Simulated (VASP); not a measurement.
TiS2: electric field gradients with PBEsol

The system is TiS2.

```xyz
3
Lattice="3.4120 0.0000 0.0000 -1.7060 2.9549 0.0000 0.0000 0.0000 5.8089" Properties=species:S:1:pos:R:3 pbc="T T T"
Ti    0.0000    0.0000    0.0000
S     0.0000    1.9699    1.4522
S     1.7060    0.9850    4.3567
```

This cell differs from its parent crystal: zz strain of +2 %.

- Program: VASP 6.6.1
- Task: electric field gradients
- Functional: PBEsol
- Potentials or basis: VASP PAW PBE potentials, release 64 (Ti_sv, S)
- Cutoff: 400 eV
- k mesh: 14 × 14 × 7
- Occupations: fermi-dirac, width 0.05 eV
- Spin: no spin polarisation
- Dipole correction: no
- Further INCAR settings: ALGO = Normal; EDIFF = 1e-08; NBANDS = 19

```yaml
Pressure: -5.3 GPa
Largest_force: 0.579 eV/Å
Band_gap_on_the_k_mesh: zero (bands 12 and 13 overlap by 0.22 eV)
Largest_electric_field_gradient_by_atom: Ti -20.9; S -11.8 V/Å²
```

Forces on the atoms (eV/Å):
```
Ti   0.000  0.000  0.000
S    0.000  0.000 -0.579
S    0.000  0.000  0.579
```

Levels at points of the mesh, in eV from the Fermi level:
| k point | band 8 | band 9 | band 10 | band 11 | band 12 | band 13 | band 14 | band 15 | band 16 | band 17 |
| --- | --- | --- | --- | --- | --- | --- | --- | --- | --- | --- |
| (0.00, 0.00, 0.00) | -2.56 | -2.56 | -0.07 | 0.19 | 0.19 | 0.55 | 0.55 | 0.85 | 3.44 | 3.44 |
| (0.50, 0.00, 0.00) | -3.68 | -2.83 | -2.55 | -2.48 | -1.43 | 0.20 | 1.57 | 1.98 | 3.67 | 3.79 |

Electric field gradients, principal values (V/Å²):
```
atom   least  middle  greatest (by size)
1 Ti  10.443  10.447             -20.890
 2 S   5.892   5.893             -11.785
 3 S   5.892   5.893             -11.785
```

Run time: 3.1 min on 1 thread of Intel Xeon 8259CL, with other jobs on the host, peak memory 0.23 GiB.

Caveat: the cell differs from its parent crystal (zz strain of +2 %); the cell stands under tension; without QUAD_EFG the Cq values of the log hold for a quadrupole moment of 1 mb, not for the nuclei; the PAW data sets were made with another functional, which shifts forces and pressure a little; this functional lacks dispersion, which binds the layers, so the pressure and a relaxed spacing across them are unreliable.
